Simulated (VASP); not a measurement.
# W (Fm-3m) in VASP: notebook

The runs below take W through single point, with PBEsol.

All numbers are computed with VASP 6.6.1; they aren't measurements. Logs are shortened: lines on timing, memory, paths and dates and some standing lists are left out, and cuts for length are marked.

## 1. The cell of the first run

It takes space group Fm-3m (No. 225, cubic). The conventional cell has a = 3.712 Å, b = 3.712 Å, c = 3.712 Å, α = 90.00°, β = 90.00°, γ = 90.00°. Within 3.5 Å of W (site symmetry m-3m) lie 12 W at 2.62 Å.

## 2. Single point, PBEsol (volume scaled by 0.8)

The input, INCAR:

```
  ALGO = Normal
  EDIFF = 1E-6
  ENCUT = 520
  GGA = PS
  ISIF = 2
  ISMEAR = -1
  LASPH = T
  LCHARG = T
  LELF = T
  LREAL = F
  LVHAR = T
  LWAVE = F
  NBANDS = 13
  NELM = 80
  PREC = Accurate
  SIGMA = 0.05
```

The input, KPOINTS:

```
k-points
0
Gamma
  18 18 18
```

The input, POSCAR:

```
W
1.0
    0.0000000000      1.8557989358      1.8557989358
    1.8557989358      0.0000000000      1.8557989358
    1.8557989358      1.8557989358      0.0000000000
W
1
Direct
    0.0000000000      0.0000000000      0.0000000000
```

Potentials or basis: VASP PAW PBE potentials, release 64 (W_sv).

Command:

```bash
cat potpaw_PBE.64/W_sv/POTCAR > POTCAR
mpirun -np 1 vasp_std > vasp.out
```

OUTCAR:

```text
EDIFF = 1E-6
   ENCUT = 520
   GGA = PS
   ISIF = 2
   ISMEAR = -1
   LASPH = T
   LREAL = F
   NELM = 80
   PREC = Accurate

 ion  position               nearest neighbor table
   1  0.000  0.000  0.000-

  LATTYP: Found a face centered cubic cell.
 ALAT       =     3.7115978716

  Lattice vectors:

 A1 = (   0.0000000000,   1.8557989358,   1.8557989358)
 A2 = (   1.8557989358,   0.0000000000,   1.8557989358)
 A3 = (   1.8557989358,   1.8557989358,   0.0000000000)

Analysis of symmetry for initial positions (statically):
=====================================================================
 Subroutine PRICEL returns:
 Original cell was already a primitive cell.

 Routine SETGRP: Setting up the symmetry group for a
 face centered cubic supercell.

 Subroutine GETGRP returns: Found 48 space group operations
 (whereof 48 operations were pure point group operations)
 out of a pool of 48 trial point group operations.

The static configuration has the point symmetry O_h .

Analysis of symmetry for dynamics (positions and initial velocities):
=====================================================================
 Subroutine PRICEL returns:
 Original cell was already a primitive cell.

 Routine SETGRP: Setting up the symmetry group for a
 face centered cubic supercell.

 Subroutine GETGRP returns: Found 48 space group operations
 (whereof 48 operations were pure point group operations)
 out of a pool of 48 trial point group operations.

The dynamic configuration has the point symmetry O_h .

 Subroutine INISYM returns: Found 48 space group operations
 (whereof 48 operations are pure point group operations),
 and found     1 'primitive' translations

----------------------------------------------------------------------------------------

                                     Primitive cell

  volume of cell :      12.7827

  direct lattice vectors                    reciprocal lattice vectors
     0.000000000  1.855798936  1.855798936    -0.269425739  0.269425739  0.269425739
     1.855798936  0.000000000  1.855798936     0.269425739 -0.269425739  0.269425739
     1.855798936  1.855798936  0.000000000     0.269425739  0.269425739 -0.269425739

  length of vectors
     2.624496024  2.624496024  2.624496024     0.466659069  0.466659069  0.466659069

  position of ions in fractional coordinates (direct lattice)
     0.000000000  0.000000000  0.000000000

  ion indices of the primitive-cell ions
   primitive index   ion index
                 1           1
[... 73 lines left out ...]
   LREAL  =      F    real-space projection
   EDIFFG = 0.1E-04   stopping-criterion for IOM
   NSW    =      0    number of steps for IOM
   IBRION =     -1    ionic relax: 0-MD 1-quasi-New 2-CG
   NFREE  =      0    steps in history (QN), initial steepest desc. (CG)
   ISIF   =      2    stress and relaxation
   ISYM   =      2    0-nonsym 1-usesym 2-fastsym
   POTIM  = 0.5000    time-step for ionic-motion
   TEBEG  =    0.0;   TEEND  =   0.0 temperature during run
   PSTRESS=    0.0 pullay stress
   NELECT =      14.0000    total number of electrons
   NUPDOWN=      -1.0000    fix difference up-down
   EMIN   =  10.00;   EMAX   =-10.00  energy-range for DOS
   EFERMI =   0.00;   METHOD = LEGACY
   ISMEAR =    -1;   SIGMA  =   0.05  broadening in eV -4-tet -1-fermi 0-gaus
   EFERMI_NEDOS =   21; number of points for ismear=-14 and -15
   IALGO  =     38    algorithm
   IMIX   =      4    mixing-type and parameters
     AMIX     =   0.40;   BMIX     =  1.00
     AMIX_MAG =   1.60;   BMIX_MAG =  1.00
  volume/ion in A,a.u.               =      12.78        86.26
  Fermi-wavevector in a.u.,A,eV,Ry     =   1.687498  3.188909 38.744622  2.847649
  Thomas-Fermi vector in A             =   2.769973
   LORBIT       =      0    0 simple, 1 ext, 2 COOP (PROOUT), +10 PAW based schemes
   GGA     = PS    functional components
   LHFCALC =     F    Hartree Fock is set to
   AEXX    =    0.0000 exact exchange contribution
   IVDW    =     0    specifies the selected vdW correction
   LEPSILON=     F    determine dielectric tensor
   LRPA    =     F    only Hartree local field effects (RPA)
 non-spin polarized calculation
  energy-cutoff  :      520.00
  volume of cell :       12.78
 maximum number of plane-waves:       354
   NGX =  9   NGY =  9   NGZ =  9

 number of electron      14.0000002 magnetization

 Free energy of the ion-electron system (eV)
  ---------------------------------------------------
  ext. energy  EPLUGINS =         0.00000000
  ---------------------------------------------------
  free energy    TOTEN  =       -12.42309678 eV

  energy without entropy =      -12.41579911  energy(sigma->0) =      -12.41944794

 E-fermi :  14.0829     XC(G=0): -15.0061

 val. band max:       14.0753249709   @ k =   0.2222   0.2222   0.0000
 cond. band min:      14.0947933426   @ k =  -0.3333   0.4444   0.1111
 fundamental gap:      0.0194683717
 Fermi energy:        14.0829369296

 k-point     1 :       0.0000    0.0000    0.0000
  band No.  band energies     occupation
      1     -59.1959      2.00000
      2     -22.2910      2.00000
      3     -22.2910      2.00000
      4     -22.2910      2.00000
      5       3.8869      2.00000
      6      13.0975      2.00000
      7      13.0975      2.00000
      8      13.0975      2.00000
      9      17.5181      0.00000
     10      17.5181      0.00000
     11      27.1203      0.00000
     12      33.6425      0.00000
     13      33.6425      0.00000
[... 354 lines left out ...]
  band No.  band energies     occupation
      1     -59.0412      2.00000
      2     -23.5900      2.00000
      3     -22.5396      2.00000
      4     -22.4200      2.00000
      5       6.6174      2.00000
      6      11.8824      2.00000
      7      13.6522      1.99964
      8      13.8234      1.98892
      9      16.6999      0.00000
     10      18.2262      0.00000
     11      28.3775      0.00000
     12      33.5007      0.00000
     13      38.2491      0.00000

 [... further k-points ...]
[... 5 lines left out ...]
  --------------------------------------------------------------------------------------
  -------------------------------------------------------------------------------------
  Total        8.4680978      8.4680978      8.4680978      0.0000000      0.0000000      0.0000000
  in kB     1061.3868160   1061.3868160   1061.3868160      0.0000000      0.0000000      0.0000000
  external PRESSURE =    1061.3868160 kB  Pullay stress =       0.0000000 kB

 VOLUME and BASIS-vectors are now :
 -----------------------------------------------------------------------------
  energy-cutoff  :      520.00
  volume of cell :       12.78
      direct lattice vectors                 reciprocal lattice vectors
     0.000000000  1.855798936  1.855798936    -0.269425739  0.269425739  0.269425739
     1.855798936  0.000000000  1.855798936     0.269425739 -0.269425739  0.269425739
     1.855798936  1.855798936  0.000000000     0.269425739  0.269425739 -0.269425739

 POSITION                                       TOTAL-FORCE (eV/Angst)
 -----------------------------------------------------------------------------------
      0.00000      0.00000      0.00000        -0.000000     -0.000000      0.000000
 -----------------------------------------------------------------------------------
    total drift:                                0.000000      0.000000      0.000000

  FREE ENERGIE OF THE ION-ELECTRON SYSTEM (eV)
  ---------------------------------------------------
  free  energy   TOTEN  =       -12.4230967828 eV

  energy  without entropy=      -12.4157991056  energy(sigma->0) =      -12.41944794
```

OSZICAR:

```text
N       E                     dE             d eps       ncg     rms          rms(c)
DAV:   1     0.835146799205E+02    0.83515E+02   -0.73731E+03  5115   0.126E+03
DAV:   2    -0.113976165554E+02   -0.94912E+02   -0.91165E+02  5595   0.322E+02
DAV:   3    -0.128968558964E+02   -0.14992E+01   -0.14890E+01  5565   0.389E+01
DAV:   4    -0.129013286646E+02   -0.44728E-02   -0.44726E-02  5810   0.234E+00
DAV:   5    -0.129013552984E+02   -0.26634E-04   -0.26634E-04  5690   0.169E-01    0.313E+01
DAV:   6    -0.125489332262E+02    0.35242E+00   -0.21686E-01  5365   0.638E+00    0.150E+01
DAV:   7    -0.124267595114E+02    0.12217E+00   -0.15530E-01  5540   0.512E+00    0.438E-01
DAV:   8    -0.124230855186E+02    0.36740E-02   -0.43630E-03  5250   0.947E-01    0.366E-02
DAV:   9    -0.124230913776E+02   -0.58590E-05   -0.42798E-05  5978   0.774E-02    0.331E-02
DAV:  10    -0.124230966942E+02   -0.53166E-05   -0.43676E-06  5455   0.251E-02    0.708E-03
DAV:  11    -0.124230967828E+02   -0.88680E-07   -0.68453E-08  2895   0.332E-03
   1 F= -.12423097E+02 E0= -.12419448E+02  d E =-.729768E-02
```

Run time: 16 s. Hardware: 1 thread of Intel Xeon Platinum 8559C (Emerald Rapids), shared host; peak memory 0.15 GiB.

Results:

```yaml
Free_energy: -12.4231 eV
Pressure: 106.1 GPa
Band_gap_on_the_k_mesh: zero (band 7 reaches 19.11 eV, above the bottom of band 8 at 13.10 eV)
```

Levels at points of the mesh, in eV from the Fermi level:
| k point | band 5 | band 6 | band 7 | band 8 | band 9 | band 10 |
| --- | --- | --- | --- | --- | --- | --- |
| (0.00, 0.00, 0.00) | -10.20 | -0.99 | -0.99 | -0.99 | 3.44 | 3.44 |
| (0.50, 0.00, 0.00) | -7.11 | -1.36 | -1.36 | 1.83 | 7.02 | 7.02 |
| (0.50, 0.50, 0.00) | -7.54 | -6.37 | 5.03 | 7.00 | 8.13 | 8.13 |

Caveat: the PAW data sets were made with another functional, which shifts forces and pressure a little; spin-orbit coupling is left out, which moves the levels of the heavy elements.

## 3. Single point, PBEsol (volume scaled by 0.9)

The input, INCAR:

```
SYSTEM = W
PREC = Accurate
ENCUT = 520
EDIFF = 1E-6
ISMEAR = -1
SIGMA = 0.05
LREAL = .False.
LASPH = .True.
NELM = 60
ALGO = Normal
ISIF = 2
LWAVE = .False.
LCHARG = .False.
GGA = PS
NBANDS = 13
```

The input, KPOINTS:

```
Automatic mesh
0
Gamma
  18 18 18
  0 0 0
```

The input, POSCAR:

```
W
1.0
    0.0000000000      1.9301086726      1.9301086726
    1.9301086726      0.0000000000      1.9301086726
    1.9301086726      1.9301086726      0.0000000000
W
1
Direct
    0.0000000000      0.0000000000      0.0000000000
```

Potentials or basis: VASP PAW PBE potentials, release 64 (W_sv).

Command:

```bash
cat potpaw_PBE.64/W_sv/POTCAR > POTCAR
mpirun -np 1 vasp_std > vasp.out
```

OUTCAR:

```text
SYSTEM = W
   PREC = Accurate
   ENCUT = 520
   EDIFF = 1E-6
   ISMEAR = -1
   LREAL = .False.
   LASPH = .True.
   NELM = 60
   ISIF = 2
   GGA = PS

 ion  position               nearest neighbor table
   1  0.000  0.000  0.000-

  LATTYP: Found a face centered cubic cell.
 ALAT       =     3.8602173452

  Lattice vectors:

 A1 = (   0.0000000000,   1.9301086726,   1.9301086726)
 A2 = (   1.9301086726,   0.0000000000,   1.9301086726)
 A3 = (   1.9301086726,   1.9301086726,   0.0000000000)

Analysis of symmetry for initial positions (statically):
=====================================================================
 Subroutine PRICEL returns:
 Original cell was already a primitive cell.

 Routine SETGRP: Setting up the symmetry group for a
 face centered cubic supercell.

 Subroutine GETGRP returns: Found 48 space group operations
 (whereof 48 operations were pure point group operations)
 out of a pool of 48 trial point group operations.

The static configuration has the point symmetry O_h .

Analysis of symmetry for dynamics (positions and initial velocities):
=====================================================================
 Subroutine PRICEL returns:
 Original cell was already a primitive cell.

 Routine SETGRP: Setting up the symmetry group for a
 face centered cubic supercell.

 Subroutine GETGRP returns: Found 48 space group operations
 (whereof 48 operations were pure point group operations)
 out of a pool of 48 trial point group operations.

The dynamic configuration has the point symmetry O_h .

 Subroutine INISYM returns: Found 48 space group operations
 (whereof 48 operations are pure point group operations),
 and found     1 'primitive' translations

----------------------------------------------------------------------------------------

                                     Primitive cell
[... 107 lines left out ...]
   IMIX   =      4    mixing-type and parameters
     AMIX     =   0.40;   BMIX     =  1.00
     AMIX_MAG =   1.60;   BMIX_MAG =  1.00
  volume/ion in A,a.u.               =      14.38        97.04
  Fermi-wavevector in a.u.,A,eV,Ry     =   1.622529  3.066135 35.818694  2.632600
  Thomas-Fermi vector in A             =   2.716127
   LORBIT       =      0    0 simple, 1 ext, 2 COOP (PROOUT), +10 PAW based schemes
   GGA     = PS    functional components
   LHFCALC =     F    Hartree Fock is set to
   AEXX    =    0.0000 exact exchange contribution
   IVDW    =     0    specifies the selected vdW correction
   LEPSILON=     F    determine dielectric tensor
   LRPA    =     F    only Hartree local field effects (RPA)
 non-spin polarized calculation
  energy-cutoff  :      520.00
  volume of cell :       14.38
 maximum number of plane-waves:       397
   NGX = 11   NGY = 11   NGZ = 11

 number of electron      14.0000003 magnetization

 Free energy of the ion-electron system (eV)
  ---------------------------------------------------
  ext. energy  EPLUGINS =         0.00000000
  ---------------------------------------------------
  free energy    TOTEN  =       -13.12568079 eV

  energy without entropy =      -13.11646384  energy(sigma->0) =      -13.12107231

 E-fermi :  12.1960     XC(G=0): -14.3087

 val. band max:       12.1886901087   @ k =  -0.4444   0.1667   0.0556
 cond. band min:      12.2015045491   @ k =   0.5000   0.1667   0.0556
 fundamental gap:      0.0128144404
 Fermi energy:        12.1959545375

 k-point     1 :       0.0000    0.0000    0.0000
  band No.  band energies     occupation
      1     -61.1792      2.00000
      2     -24.5865      2.00000
      3     -24.5865      2.00000
      4     -24.5865      2.00000
      5       2.5474      2.00000
      6      11.4669      2.00000
      7      11.4669      2.00000
      8      11.4669      2.00000
      9      15.2259      0.00000
     10      15.2259      0.00000
     11      25.1873      0.00000
     12      31.0482      0.00000
     13      31.0482      0.00000
[... 354 lines left out ...]
  band No.  band energies     occupation
      1     -61.0852      2.00000
      2     -25.4735      2.00000
      3     -24.7589      2.00000
      4     -24.6781      2.00000
      5       5.0347      2.00000
      6      10.2759      2.00000
      7      11.9448      1.98692
      8      12.1093      1.69953
      9      14.5855      0.00000
     10      15.8566      0.00000
     11      26.1541      0.00000
     12      30.4404      0.00000
     13      34.9080      0.00000

 [... further k-points ...]
[... 5 lines left out ...]
  --------------------------------------------------------------------------------------
  -------------------------------------------------------------------------------------
  Total        3.6318021      3.6318021      3.6318021      0.0000000      0.0000000     -0.0000000
  in kB      404.6294432    404.6294432    404.6294432      0.0000000      0.0000000     -0.0000000
  external PRESSURE =     404.6294432 kB  Pullay stress =       0.0000000 kB

 VOLUME and BASIS-vectors are now :
 -----------------------------------------------------------------------------
  energy-cutoff  :      520.00
  volume of cell :       14.38
      direct lattice vectors                 reciprocal lattice vectors
     0.000000000  1.930108673  1.930108673    -0.259052771  0.259052771  0.259052771
     1.930108673  0.000000000  1.930108673     0.259052771 -0.259052771  0.259052771
     1.930108673  1.930108673  0.000000000     0.259052771  0.259052771 -0.259052771

 POSITION                                       TOTAL-FORCE (eV/Angst)
 -----------------------------------------------------------------------------------
      0.00000      0.00000      0.00000         0.000000      0.000000      0.000000
 -----------------------------------------------------------------------------------
    total drift:                                0.000000      0.000000      0.000000

  FREE ENERGIE OF THE ION-ELECTRON SYSTEM (eV)
  ---------------------------------------------------
  free  energy   TOTEN  =       -13.1256807877 eV

  energy  without entropy=      -13.1164638376  energy(sigma->0) =      -13.12107231
```

Run time: 18 s. Hardware: 1 thread of Intel Xeon Platinum 8559C (Emerald Rapids), shared host; peak memory 0.14 GiB.

What came out:

| Item | Value |
| --- | --- |
| Free energy | -13.1257 eV |
| Pressure | 40.5 GPa |
| Band gap on the k mesh | zero (band 7 reaches 16.17 eV, above the bottom of band 8 at 11.47 eV) |

Caveat: the PAW data sets were made with another functional, which shifts forces and pressure a little; spin-orbit coupling is left out, which moves the levels of the heavy elements.

## 4. Single point, PBEsol (volume scaled by 0.9)

The input, INCAR:

```
PREC = Accurate
ENCUT = 520
EDIFF = 1E-6
ISMEAR = -1
SIGMA = 0.05
LREAL = False
LASPH = True
NELM = 100
ALGO = Normal
ISIF = 2
LWAVE = False
LCHARG = False
GGA = PS
NBANDS = 13
```

The input, KPOINTS:

```
Automatic mesh
0
Gamma
  18 18 18
```

POSCAR is that of step 3.

Command:

```bash
cat potpaw_PBE.64/W_sv/POTCAR > POTCAR
mpirun -np 1 vasp_std > vasp.out
```

Wall time 15 s (1 thread of Intel Xeon Platinum 8559C (Emerald Rapids), shared host); peak memory 0.15 GiB.

The run converged. Its results:

| Item | Value |
| --- | --- |
| Free energy | -13.1257 eV |
| Pressure | 40.5 GPa |
| Band gap on the k mesh | zero (band 7 reaches 16.17 eV, above the bottom of band 8 at 11.47 eV) |

Levels at points of the mesh, in eV from the Fermi level:
| k point | band 4 | band 5 | band 6 | band 7 | band 8 | band 9 | band 10 | band 11 |
| --- | --- | --- | --- | --- | --- | --- | --- | --- |
| (0.00, 0.00, 0.00) | -36.78 | -9.65 | -0.73 | -0.73 | -0.73 | 3.03 | 3.03 | 12.99 |
| (0.50, 0.00, 0.00) | -37.02 | -6.34 | -1.03 | -1.03 | 1.18 | 6.06 | 6.06 | 12.45 |
| (0.50, 0.50, 0.00) | -37.42 | -6.48 | -5.40 | 3.97 | 6.02 | 6.98 | 6.98 | 12.98 |

Caveat: the PAW data sets were made with another functional, which shifts forces and pressure a little; spin-orbit coupling is left out, which moves the levels of the heavy elements.
